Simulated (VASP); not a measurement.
# TiO2 (kk07) (P4_2/mnm) in VASP: further runs

TiO2 (kk07) is run at these levels: LDA; tasks: single point.

Program: VASP 6.6.1. These are calculated values, not measurements. Logs are shortened: lines on timing, memory, paths and dates and some standing lists are left out, and cuts for length are marked.

**What was measured.**

“Shallow Valence Band of Rutile GeO2 and P-type Doping”, 2020, arxiv:2011.08928 quotes, for a bulk crystal of TiO2 at 1.6 K: band gap 3.03 eV (direct).

The results are compared with them further down.

## 1. The cell of the first run

The structure is tetragonal, space group P4_2/mnm (No. 136). The conventional cell has a = 4.592 Å, b = 4.592 Å, c = 2.957 Å, α = 90.00°, β = 90.00°, γ = 90.00°. Ti (site symmetry mmm) has 6 O at 1.95 to 1.98 Å within 2.6 Å. O (site symmetry m2m) has 3 Ti at 1.95 to 1.98 Å and 1 O at 2.53 Å within 2.6 Å.

## 2. Single point, LDA

INCAR

```
SYSTEM = TiO2
PREC = Accurate ; ENCUT = 520
EDIFF = 1E-7 ; ISMEAR = 0
SIGMA = 0.1 ; LREAL = .False.
LASPH = .True. ; NELM = 80
ALGO = Normal ; ISIF = 2
LWAVE = .False. ; LCHARG = .True.
GGA = CA ; LELF = .True.
LVHAR = .True. ; NBANDS = 33
```

KPOINTS

```
regular mesh
0
Gamma
  4 4 6
  0 0 0
```

POSCAR

```
TiO2
1.0
    4.5922000000      0.0000000000      0.0000000000
    0.0000000000      4.5922000000      0.0000000000
    0.0000000000      0.0000000000      2.9574000000
Ti O
2 4
Direct
    0.0000000000      0.0000000000      0.0000000000
    0.5000000000      0.5000000000      0.5000000000
    0.3049600000      0.3049600000      0.0000000000
    0.1950400000      0.8049600000      0.5000000000
    0.6950400000      0.6950400000      0.0000000000
    0.8049600000      0.1950400000      0.5000000000
```

Potentials or basis: VASP PAW LDA potentials, release 64 (Ti_sv, O).

Run with:

```
cat potpaw_LDA.64/Ti_sv/POTCAR potpaw_LDA.64/O/POTCAR > POTCAR
mpirun -np 1 vasp_std > vasp.out
```

OUTCAR:

```text
SYSTEM = TiO2
   PREC = Accurate
   ENCUT = 520
   EDIFF = 1E-7
   ISMEAR = 0
   LREAL = .False.
   LASPH = .True.
   NELM = 80
   ISIF = 2
   GGA = CA

 ion  position               nearest neighbor table
   1  0.000  0.000  0.000-   4 1.95   6 1.95   4 1.95   6 1.95   5 1.98   3 1.98
   2  0.500  0.500  0.500-   3 1.95   5 1.95   3 1.95   5 1.95   4 1.98   6 1.98
   3  0.305  0.305  0.000-   2 1.95   2 1.95   1 1.98
   4  0.195  0.805  0.500-   1 1.95   1 1.95   2 1.98
   5  0.695  0.695  0.000-   2 1.95   2 1.95   1 1.98
   6  0.805  0.195  0.500-   1 1.95   1 1.95   2 1.98

  LATTYP: Found a simple tetragonal cell.
 ALAT       =     4.5922000000
 C/A-ratio  =     0.6440050520

  Lattice vectors:

 A1 = (   4.5922000000,   0.0000000000,   0.0000000000)
 A2 = (   0.0000000000,   4.5922000000,   0.0000000000)
 A3 = (   0.0000000000,   0.0000000000,   2.9574000000)

Analysis of symmetry for initial positions (statically):
=====================================================================
 Subroutine PRICEL returns:
 Original cell was already a primitive cell.

 Routine SETGRP: Setting up the symmetry group for a
 simple tetragonal supercell.

 Subroutine GETGRP returns: Found 16 space group operations
 (whereof  8 operations were pure point group operations)
 out of a pool of 16 trial point group operations.

The static configuration has the point symmetry D_2h.
 The point group associated with its full space group is D_4h.

Analysis of symmetry for dynamics (positions and initial velocities):
=====================================================================
 Subroutine PRICEL returns:
 Original cell was already a primitive cell.

 Routine SETGRP: Setting up the symmetry group for a
 simple tetragonal supercell.

 Subroutine GETGRP returns: Found 16 space group operations
 (whereof  8 operations were pure point group operations)
 out of a pool of 16 trial point group operations.

The dynamic configuration has the point symmetry D_2h.
 The point group associated with its full space group is D_4h.

 Subroutine INISYM returns: Found 16 space group operations
 (whereof  8 operations are pure point group operations),
 and found     1 'primitive' translations

----------------------------------------------------------------------------------------

                                     Primitive cell

[... 98 lines left out ...]
   LREAL  =      F    real-space projection
   EDIFFG = 0.1E-05   stopping-criterion for IOM
   NSW    =      0    number of steps for IOM
   IBRION =     -1    ionic relax: 0-MD 1-quasi-New 2-CG
   NFREE  =      0    steps in history (QN), initial steepest desc. (CG)
   ISIF   =      2    stress and relaxation
   ISYM   =      2    0-nonsym 1-usesym 2-fastsym
   POTIM  = 0.5000    time-step for ionic-motion
   TEBEG  =    0.0;   TEEND  =   0.0 temperature during run
   PSTRESS=    0.0 pullay stress
   NELECT =      48.0000    total number of electrons
   NUPDOWN=      -1.0000    fix difference up-down
   EMIN   =  10.00;   EMAX   =-10.00  energy-range for DOS
   EFERMI =   0.00;   METHOD = LEGACY
   ISMEAR =     0;   SIGMA  =   0.10  broadening in eV -4-tet -1-fermi 0-gaus
   EFERMI_NEDOS =   21; number of points for ismear=-14 and -15
   IALGO  =     38    algorithm
   IMIX   =      4    mixing-type and parameters
     AMIX     =   0.40;   BMIX     =  1.00
     AMIX_MAG =   1.60;   BMIX_MAG =  1.00
  volume/ion in A,a.u.               =      10.39        70.15
  Fermi-wavevector in a.u.,A,eV,Ry     =   1.500277  2.835112 30.624403  2.250830
  Thomas-Fermi vector in A             =   2.611798
   LORBIT       =      0    0 simple, 1 ext, 2 COOP (PROOUT), +10 PAW based schemes
   GGA     = CA    functional components
   LHFCALC =     F    Hartree Fock is set to
   AEXX    =    0.0000 exact exchange contribution
   IVDW    =     0    specifies the selected vdW correction
   LEPSILON=     F    determine dielectric tensor
   LRPA    =     F    only Hartree local field effects (RPA)
 non-spin polarized calculation
 Gauss-broadening in eV      SIGMA  =   0.10
  energy-cutoff  :      520.00
  volume of cell :       62.37
 maximum number of plane-waves:      1720
 NGX is ok and might be reduce to    36
   NGX = 17   NGY = 17   NGZ = 11

 number of electron      48.0000022 magnetization

 Free energy of the ion-electron system (eV)
  ---------------------------------------------------
  ext. energy  EPLUGINS =         0.00000000
  ---------------------------------------------------
  free energy    TOTEN  =       -58.74161515 eV

  energy without entropy =      -58.74161515  energy(sigma->0) =      -58.74161515

 E-fermi :   5.1295     XC(G=0): -11.9973

 val. band max:        4.5647741425   @ k =   0.0000   0.0000   0.0000
 cond. band min:       6.3482652226   @ k =   0.0000   0.0000   0.0000
 fundamental gap:      1.7834910801
 Fermi energy:         5.1295098915

 k-point     1 :       0.0000    0.0000    0.0000
  band No.  band energies     occupation
      1     -51.6154      2.00000
      2     -51.5967      2.00000
      3     -28.3260      2.00000
      4     -28.3260      2.00000
      5     -28.1542      2.00000
      6     -28.1542      2.00000
[... 853 lines left out ...]
     32      10.4941      0.00000
     33      10.6090      0.00000

------------------------ aborting loop because EDIFF is reached ----------------------------------------

  FORCE on cell =-STRESS in cart. coord.  units (eV):
  Direction    XX          YY          ZZ          XY          YZ          ZX
  --------------------------------------------------------------------------------------
  -------------------------------------------------------------------------------------
  Total       -2.2921508     -2.2921508     -3.3255053      0.0000000      0.0000000      0.0000000
  in kB      -58.8846510    -58.8846510    -85.4312134      0.0000000      0.0000000      0.0000000
  external PRESSURE =     -67.7335051 kB  Pullay stress =       0.0000000 kB

 VOLUME and BASIS-vectors are now :
 -----------------------------------------------------------------------------
  energy-cutoff  :      520.00
  volume of cell :       62.37
      direct lattice vectors                 reciprocal lattice vectors
     4.592200000  0.000000000  0.000000000     0.217760550  0.000000000  0.000000000
     0.000000000  4.592200000  0.000000000     0.000000000  0.217760550  0.000000000
     0.000000000  0.000000000  2.957400000     0.000000000  0.000000000  0.338134848

 POSITION                                       TOTAL-FORCE (eV/Angst)
 -----------------------------------------------------------------------------------
      0.00000      0.00000      0.00000         0.000000     -0.000000      0.000000
      2.29610      2.29610      1.47870         0.000000     -0.000000      0.000000
      1.40044      1.40044      0.00000        -0.002261     -0.002261      0.000000
      0.89566      3.69654      1.47870         0.002261     -0.002261      0.000000
      3.19176      3.19176      0.00000         0.002261      0.002261     -0.000000
      3.69654      0.89566      1.47870        -0.002261      0.002261     -0.000000
 -----------------------------------------------------------------------------------
    total drift:                                0.000000      0.000000     -0.000000

  FREE ENERGIE OF THE ION-ELECTRON SYSTEM (eV)
  ---------------------------------------------------
  free  energy   TOTEN  =       -58.7416151494 eV

  energy  without entropy=      -58.7416151494  energy(sigma->0) =      -58.74161515
```

stdout:

```text
POSCAR found type information on POSCAR TiO
 POSCAR found :  2 types and       6 ions
 scaLAPACK will be used
 LDA part: xc-table for (Slater(with rela. corr.)+CA(PZ))
 , standard interpolation
 POSCAR, INCAR and KPOINTS ok, starting setup
 FFT: planning ... GRIDC
 FFT: planning ... GRID_SOFT
 FFT: planning ... GRID
 WAVECAR not read
 entering main loop
```

It took 78 s on 1 thread of Intel Xeon 8259CL, shared host; peak memory 0.17 GiB.

Results:

```
Free energy            : -58.7416 eV
Pressure               : -6.8 GPa
Largest force          : 0.003 eV/Å
Band gap on the k mesh : 1.78 eV, direct
```

Forces in eV/Å, atoms in the order of the input:
```
Ti   0.000  0.000  0.000
Ti   0.000  0.000  0.000
O   -0.002 -0.002  0.000
O    0.002 -0.002  0.000
O    0.002  0.002  0.000
O   -0.002  0.002  0.000
```

Levels at points of the mesh, in eV from the valence-band top:
| k point | band 20 | band 21 | band 22 | band 23 | band 24 | band 25 | band 26 | band 27 | band 28 | band 29 |
| --- | --- | --- | --- | --- | --- | --- | --- | --- | --- | --- |
| (0.00, 0.00, 0.00) | -2.00 | -0.70 | -0.45 | -0.45 | 0.00 | 1.78 | 2.08 | 2.33 | 2.42 | 2.42 |
| (0.50, 0.00, 0.00) | -3.07 | -1.66 | -1.66 | -0.76 | -0.76 | 2.47 | 2.47 | 2.96 | 2.96 | 3.52 |
| (0.50, 0.50, 0.00) | -2.24 | -1.31 | -1.31 | -1.07 | -1.07 | 1.83 | 1.83 | 2.45 | 2.45 | 3.80 |
| (0.00, 0.00, 0.50) | -2.76 | -2.44 | -2.44 | -1.44 | -1.44 | 2.92 | 2.92 | 3.10 | 3.10 | 3.64 |
| (0.50, 0.00, 0.50) | -2.41 | -2.08 | -2.08 | -1.05 | -1.05 | 1.81 | 1.81 | 3.12 | 3.12 | 3.89 |
| (0.50, 0.50, 0.50) | -2.73 | -1.31 | -1.31 | -0.68 | -0.68 | 2.52 | 2.52 | 3.15 | 3.15 | 3.16 |

## 3. Single point, LDA

This run uses another cell than the first one, of 10.06 Å³/atom, 0.968 times its volume.

INCAR

```
PREC = Accurate ; ENCUT = 520
EDIFF = 1E-6 ; ISMEAR = 0
SIGMA = 0.02 ; LREAL = F
LASPH = T ; NELM = 60
ALGO = Normal ; ISIF = 2
LWAVE = F ; LCHARG = F
GGA = CA ; NBANDS = 33
```

KPOINTS

```
regular mesh
0
Gamma
  8 8 14
```

POSCAR

```
TiO2
1.0
    4.5489703728      0.0000000000      0.0000000000
    0.0000000000      4.5489703728      0.0000000000
    0.0000000000      0.0000000000      2.9174368496
Ti O
2 4
Direct
    0.0000000000      0.0000000000      0.0000000000
    0.5000000000      0.5000000000      0.5000000000
    0.3039437376      0.3039437376      0.0000000000
    0.1960562624      0.8039437376      0.5000000000
    0.6960562624      0.6960562624      0.0000000000
    0.8039437376      0.1960562624      0.5000000000
```

Potentials or basis: VASP PAW LDA potentials, release 64 (Ti_sv, O).

Run with:

```
cat potpaw_LDA.64/Ti_sv/POTCAR potpaw_LDA.64/O/POTCAR > POTCAR
mpirun -np 1 vasp_std > vasp.out
```

OUTCAR:

```text
PREC = Accurate
   ENCUT = 520
   EDIFF = 1E-6
   ISMEAR = 0
   LREAL = F
   LASPH = T
   NELM = 60
   ISIF = 2
   GGA = CA

 ion  position               nearest neighbor table
   1  0.000  0.000  0.000-   4 1.93   6 1.93   4 1.93   6 1.93   5 1.96   3 1.96
   2  0.500  0.500  0.500-   3 1.93   5 1.93   3 1.93   5 1.93   4 1.96   6 1.96
   3  0.304  0.304  0.000-   2 1.93   2 1.93   1 1.96
   4  0.196  0.804  0.500-   1 1.93   1 1.93   2 1.96
   5  0.696  0.696  0.000-   2 1.93   2 1.93   1 1.96
   6  0.804  0.196  0.500-   1 1.93   1 1.93   2 1.96

  LATTYP: Found a simple tetragonal cell.
[... 1072 lines left out ...]
  -------------------------------------------------------------------------------------
  Total        0.3681396      0.3681396      0.5430367      0.0000000      0.0000000      0.0000000
  in kB        9.7700185      9.7700185     14.4115973      0.0000000      0.0000000      0.0000000
  external PRESSURE =      11.3172114 kB  Pullay stress =       0.0000000 kB

 VOLUME and BASIS-vectors are now :
 -----------------------------------------------------------------------------
  energy-cutoff  :      520.00
  volume of cell :       60.37
      direct lattice vectors                 reciprocal lattice vectors
     4.548970373  0.000000000  0.000000000     0.219829965  0.000000000  0.000000000
     0.000000000  4.548970373  0.000000000     0.000000000  0.219829965  0.000000000
     0.000000000  0.000000000  2.917436850     0.000000000  0.000000000  0.342766631

 POSITION                                       TOTAL-FORCE (eV/Angst)
 -----------------------------------------------------------------------------------
      0.00000      0.00000      0.00000         0.000000      0.000000     -0.000000
      2.27449      2.27449      1.45872         0.000000      0.000000     -0.000000
      1.38263      1.38263      0.00000        -0.023048     -0.023048     -0.000000
      0.89185      3.65712      1.45872         0.023048     -0.023048     -0.000000
      3.16634      3.16634      0.00000         0.023048      0.023048      0.000000
      3.65712      0.89185      1.45872        -0.023048      0.023048      0.000000
 -----------------------------------------------------------------------------------
    total drift:                               -0.000000      0.000000     -0.000000

  FREE ENERGIE OF THE ION-ELECTRON SYSTEM (eV)
  ---------------------------------------------------
  free  energy   TOTEN  =       -58.7776741121 eV

  energy  without entropy=      -58.7776741121  energy(sigma->0) =      -58.77767411
```

OSZICAR:

```text
N       E                     dE             d eps       ncg     rms          rms(c)
DAV:   1     0.645345474864E+03    0.64535E+03   -0.24315E+04  7928   0.172E+03
DAV:   2     0.182765362839E+02   -0.62707E+03   -0.57971E+03  8594   0.514E+02
DAV:   3    -0.707548946854E+02   -0.89031E+02   -0.87120E+02 10766   0.187E+02
DAV:   4    -0.753783424017E+02   -0.46234E+01   -0.46127E+01 11453   0.400E+01
DAV:   5    -0.755319291378E+02   -0.15359E+00   -0.15357E+00 10644   0.607E+00    0.320E+01
DAV:   6    -0.592690991982E+02    0.16263E+02   -0.71711E+01 10470   0.888E+01    0.110E+01
DAV:   7    -0.590958590290E+02    0.17324E+00   -0.12907E+01 10032   0.326E+01    0.959E+00
DAV:   8    -0.588683028963E+02    0.22756E+00   -0.53879E-01  9881   0.691E+00    0.627E+00
DAV:   9    -0.588421983057E+02    0.26105E-01   -0.68212E-01 10623   0.936E+00    0.241E+00
DAV:  10    -0.587925386229E+02    0.49660E-01   -0.35161E-01 10055   0.650E+00    0.108E+00
DAV:  11    -0.587777492271E+02    0.14789E-01   -0.42182E-02 10014   0.139E+00    0.241E-01
DAV:  12    -0.587779270885E+02   -0.17786E-03   -0.36380E-03  8653   0.516E-01    0.143E-01
DAV:  13    -0.587777000461E+02    0.22704E-03   -0.53476E-04 10632   0.270E-01    0.454E-02
DAV:  14    -0.587776816730E+02    0.18373E-04   -0.13659E-04 10230   0.901E-02    0.218E-02
DAV:  15    -0.587776743492E+02    0.73238E-05   -0.17859E-05 12555   0.417E-02    0.672E-03
DAV:  16    -0.587776741121E+02    0.23710E-06   -0.43331E-06  8669   0.134E-02
   1 F= -.58777674E+02 E0= -.58777674E+02  d E =-.523329E-57
```

stdout:

```text
POSCAR found type information on POSCAR TiO
 POSCAR found :  2 types and       6 ions
 scaLAPACK will be used
 LDA part: xc-table for (Slater(with rela. corr.)+CA(PZ))
 , standard interpolation
 POSCAR, INCAR and KPOINTS ok, starting setup
 FFT: planning ... GRIDC
 FFT: planning ... GRID_SOFT
 FFT: planning ... GRID
 WAVECAR not read
 entering main loop
```

Run time: 5.7 min. Hardware: 1 thread of Intel Xeon 8259CL, shared host; peak memory 0.29 GiB.

Results:

- Free energy: -58.7777 eV
- Pressure: 1.1 GPa
- Largest force: 0.033 eV/Å
- Band gap on the k mesh: 1.83 eV, direct

Forces on the atoms (eV/Å):
```
Ti   0.000  0.000  0.000
Ti   0.000  0.000  0.000
O   -0.023 -0.023  0.000
O    0.023 -0.023  0.000
O    0.023  0.023  0.000
O   -0.023  0.023  0.000
```

Levels at points of the mesh, in eV from the valence-band top:
```
           k point  band 22  band 23  band 24  band 25  band 26  band 27
(0.00, 0.00, 0.00)    -0.47    -0.47     0.00     1.83     2.11     2.42
(0.50, 0.00, 0.00)    -1.69    -0.79    -0.79     2.54     2.54     3.11
(0.50, 0.50, 0.00)    -1.31    -1.11    -1.11     1.87     1.87     2.56
(0.00, 0.00, 0.50)    -2.58    -1.47    -1.47     3.05     3.05     3.29
(0.50, 0.00, 0.50)    -2.15    -1.11    -1.11     1.87     1.87     3.31
(0.50, 0.50, 0.50)    -1.39    -0.68    -0.68     2.62     2.62     3.25
```

## 4. Against experiment

Step 3. Against the measured gap of TiO2, 3.03 eV (direct; 1.6 K; quoted in “Shallow Valence Band of Rutile GeO2 and P-type Doping”, 2020, arxiv:2011.08928), the calculated 1.83 eV is off by -1.20 eV. 2 values of this kind are on record in papers (3.03 to 3.05 eV); this one was drawn at random among those near their median. The value is that of LDA on a finite k mesh, which can miss the band edges, without temperature or zero-point motion. Semilocal functionals fall short of measured gaps as a rule.
